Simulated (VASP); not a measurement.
# Au (P6_3/mmc) in VASP: notebook, part 2 of 2

VASP 6.6.1. Earlier steps stand in the parts before.

### 3 Single point, PBE

The input, INCAR:

```
ALGO = Normal ; EDIFF = 1E-6
ENCUT = 520 ; GGA = PE
ISIF = 2 ; ISMEAR = -1
LASPH = True ; LCHARG = False
LREAL = False ; LWAVE = False
NBANDS = 30 ; NELM = 80
PREC = Accurate ; SIGMA = 0.1
```

The input, KPOINTS:

```
k-points
0
Gamma
  12 12 4
```

The input, POSCAR:

```
Au
1.0
    2.9424042938      0.0000000000      0.0000000000
   -1.4712021469      2.5481968667      0.0000000000
    0.0000000000      0.0000000000      9.6021708703
Au
4
Direct
    0.0000000000      0.0000000000      0.0000000000
    0.0000000000      0.0000000000      0.5000000000
    0.3333333333      0.6666666667      0.2500000000
    0.6666666667      0.3333333333      0.7500000000
```

Potentials or basis: VASP PAW PBE potentials, release 64 (Au).

Launch:

```sh
cat potpaw_PBE.64/Au/POTCAR > POTCAR
mpirun -np 1 vasp_std > vasp.out
```

OUTCAR:

```text
EDIFF = 1E-6
   ENCUT = 520
   GGA = PE
   ISIF = 2
   ISMEAR = -1
   LASPH = True
   LREAL = False
   NELM = 80
   PREC = Accurate

 ion  position               nearest neighbor table
   1  0.000  0.000  0.000-   3 2.94   4 2.94   4 2.94   3 2.94   4 2.94   3 2.94
   2  0.000  0.000  0.500-   3 2.94   4 2.94   4 2.94   3 2.94   4 2.94   3 2.94
   3  0.333  0.667  0.250-   1 2.94   2 2.94   1 2.94   2 2.94   1 2.94   2 2.94
   4  0.667  0.333  0.750-   1 2.94   2 2.94   1 2.94   2 2.94   1 2.94   2 2.94

  LATTYP: Found a hexagonal cell.
 ALAT       =     2.9424042938
 C/A-ratio  =     3.2633757674

  Lattice vectors:

 A1 = (   2.9424042938,   0.0000000000,   0.0000000000)
 A2 = (  -1.4712021469,   2.5481968667,   0.0000000000)
 A3 = (   0.0000000000,   0.0000000000,   9.6021708703)

Analysis of symmetry for initial positions (statically):
=====================================================================
 Subroutine PRICEL returns:
 Original cell was already a primitive cell.

 Routine SETGRP: Setting up the symmetry group for a
 hexagonal supercell.

 Subroutine GETGRP returns: Found 24 space group operations
 (whereof 12 operations were pure point group operations)
 out of a pool of 24 trial point group operations.

The static configuration has the point symmetry D_3d.
 The point group associated with its full space group is D_6h.

Analysis of symmetry for dynamics (positions and initial velocities):
=====================================================================
 Subroutine PRICEL returns:
 Original cell was already a primitive cell.

 Routine SETGRP: Setting up the symmetry group for a
 hexagonal supercell.

 Subroutine GETGRP returns: Found 24 space group operations
 (whereof 12 operations were pure point group operations)
 out of a pool of 24 trial point group operations.

The dynamic configuration has the point symmetry D_3d.
 The point group associated with its full space group is D_6h.
[... 115 lines left out ...]
   NUPDOWN=      -1.0000    fix difference up-down
   EMIN   =  10.00;   EMAX   =-10.00  energy-range for DOS
   EFERMI =   0.00;   METHOD = LEGACY
   ISMEAR =    -1;   SIGMA  =   0.10  broadening in eV -4-tet -1-fermi 0-gaus
   EFERMI_NEDOS =   21; number of points for ismear=-14 and -15
   IALGO  =     38    algorithm
   IMIX   =      4    mixing-type and parameters
     AMIX     =   0.40;   BMIX     =  1.00
     AMIX_MAG =   1.60;   BMIX_MAG =  1.00
  volume/ion in A,a.u.               =      18.00       121.46
  Fermi-wavevector in a.u.,A,eV,Ry     =   1.389283  2.625365 26.260714  1.930108
  Thomas-Fermi vector in A             =   2.513329
   LORBIT       =      0    0 simple, 1 ext, 2 COOP (PROOUT), +10 PAW based schemes
   GGA     = PE    functional components
   LHFCALC =     F    Hartree Fock is set to
   AEXX    =    0.0000 exact exchange contribution
   IVDW    =     0    specifies the selected vdW correction
   LEPSILON=     F    determine dielectric tensor
   LRPA    =     F    only Hartree local field effects (RPA)
 non-spin polarized calculation
  energy-cutoff  :      520.00
  volume of cell :       72.00
 maximum number of plane-waves:      2004
 NGX is ok and might be reduce to    24
   NGX = 11   NGY = 11   NGZ = 35

 number of electron      44.0000003 magnetization

 Free energy of the ion-electron system (eV)
  ---------------------------------------------------
  ext. energy  EPLUGINS =         0.00000000
  ---------------------------------------------------
  free energy    TOTEN  =       -12.87727898 eV

  energy without entropy =      -12.83589195  energy(sigma->0) =      -12.85658546

 E-fermi :   8.5490     XC(G=0): -12.3910

 val. band max:        8.5256646098   @ k =   0.4167   0.0833   0.5000
 cond. band min:       8.6864791764   @ k =   0.2500   0.0000   0.5000
 fundamental gap:      0.1608145666
 Fermi energy:         8.5489844892

 k-point     1 :       0.0000    0.0000    0.0000
  band No.  band energies     occupation
      1      -0.7020      2.00000
      2       1.0215      2.00000
      3       1.0304      2.00000
      4       1.7615      2.00000
      5       4.0812      2.00000
      6       4.0931      2.00000
[... 781 lines left out ...]
     29      19.1355      0.00000
     30      19.9361      0.00000

 [... further k-points ...]
[... 5 lines left out ...]
  --------------------------------------------------------------------------------------
  -------------------------------------------------------------------------------------
  Total       -0.1100549     -0.1100549     -0.0993101      0.0000000     -0.0000000      0.0000000
  in kB       -2.4491482     -2.4491482     -2.2100357      0.0000000     -0.0000000      0.0000000
  external PRESSURE =      -2.3694441 kB  Pullay stress =       0.0000000 kB

 VOLUME and BASIS-vectors are now :
 -----------------------------------------------------------------------------
  energy-cutoff  :      520.00
  volume of cell :       72.00
      direct lattice vectors                 reciprocal lattice vectors
     2.942404294  0.000000000  0.000000000     0.339858123  0.196217179  0.000000000
    -1.471202147  2.548196867  0.000000000     0.000000000  0.392434357  0.000000000
     0.000000000  0.000000000  9.602170870     0.000000000  0.000000000  0.104143117

 POSITION                                       TOTAL-FORCE (eV/Angst)
 -----------------------------------------------------------------------------------
      0.00000      0.00000      0.00000        -0.000000      0.000000     -0.000000
      0.00000      0.00000      4.80109        -0.000000      0.000000     -0.000000
     -0.00000      1.69880      2.40054         0.000000      0.000000      0.000000
      1.47120      0.84940      7.20163        -0.000000     -0.000000      0.000000
 -----------------------------------------------------------------------------------
    total drift:                               -0.000000      0.000000      0.000000

  FREE ENERGIE OF THE ION-ELECTRON SYSTEM (eV)
  ---------------------------------------------------
  free  energy   TOTEN  =       -12.8772789811 eV

  energy  without entropy=      -12.8358919465  energy(sigma->0) =      -12.85658546
```

It took 1.8 min on 1 thread of Intel Xeon Platinum 8259CL at 2.50GHz (Skylake/Cascade Lake), shared host; peak memory 0.24 GiB.

Results:

- Free energy: -12.8773 eV
- Pressure: -0.2 GPa
- Band gap on the k mesh: zero (band 22 reaches 11.19 eV, above the bottom of band 23 at 6.33 eV)

Caveat: spin-orbit coupling is left out, which moves the levels of the heavy elements.
